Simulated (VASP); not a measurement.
A run of VASP 6.6.1 is set up as follows.

The input INCAR:

```
SYSTEM = Au
  ALGO = Normal
  DIPOL = 0.5 0.5 0.500
  EDIFF = 1E-6
  EDIFFG = -0.02
  ENCUT = 520
  GGA = CA
  IBRION = 2
  IDIPOL = 3
  ISIF = 2
  ISMEAR = 0
  LASPH = .True.
  LCHARG = .False.
  LDIPOL = .True.
  LREAL = .False.
  LWAVE = .False.
  NELM = 100
  NSW = 80
  PREC = Accurate
  SIGMA = 0.1
```

File KPOINTS:

```
k-points
0
Gamma
  12 12 1
  0 0 0
```

File POSCAR:

```
Au
1.0
    2.8628163663      0.0000000000      0.0000000000
   -1.4314081832      2.4792716996      0.0000000000
    0.0000000000      0.0000000000     24.3499190998
Au
5
Direct
    0.6666666667      0.3333333333      0.3080092369
    0.3333333333      0.6666666667      0.4040046184
    0.0000000000      0.0000000000      0.5000000000
    0.6666666667      0.3333333333      0.5959953816
    0.3333333333      0.6666666667      0.6919907631
```

Potentials or basis: VASP PAW LDA potentials, release 64 (Au).

The run is started by

```sh
$ cat potpaw_LDA.64/Au/POTCAR > POTCAR
$ mpirun -np 1 vasp_std > vasp.out
```

(1) Estimate the energy gained by relaxing.

(2) Predict the band gap on the k mesh.

Results:

(1) 0.5 meV/atom.

(2) zero (an odd number of electrons rules out a gap without spin polarisation).

Caveat: spin-orbit coupling is left out, which moves the levels of the heavy elements.
